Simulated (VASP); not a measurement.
Crystal: Sr2TeO.

```
O Te Sr
1.0
     2.07690    1.19910    7.01957
    -2.07690    1.19910    7.01957
     0.00000   -2.39820    7.01957
O Te Sr
1 1 2
Cartesian
  2.0769 1.1991 7.0196
  0.0000 0.0000 10.5294
  0.0000 0.0000 5.6466
  0.0000 0.0000 15.4121
```

This cell differs from its parent crystal: epitaxial xy strain +0.4%.

Base run:

```yaml
Program: VASP 6.6.1
Functional: PBE
Potentials_or_basis: VASP PAW PBE potentials, release 64 (O, Te, Sr_sv)
Cutoff: 520 eV
k_mesh: 8 × 8 × 8
Occupations: fermi-dirac, width 0.02 eV
Spin: no spin polarisation
```

Its results: band gap on the k mesh 1.11 eV (least direct gap 1.19 eV); pressure 0.6 GPa.

Q: The run is repeated on the same cell with these changes: functional from PBE to r2SCAN; occupations from fermi-dirac, width 0.02 eV to gaussian, width 0.01 eV. What comes out?

A: Band gap on the k mesh 1.45 eV (least direct gap 1.68 eV); pressure -0.1 GPa.

Caveats: spin-orbit coupling is left out, which moves the levels of the heavy elements; the PAW data sets were made with another functional, which shifts forces and pressure a little (at least some runs).

A k mesh can miss the band edges.
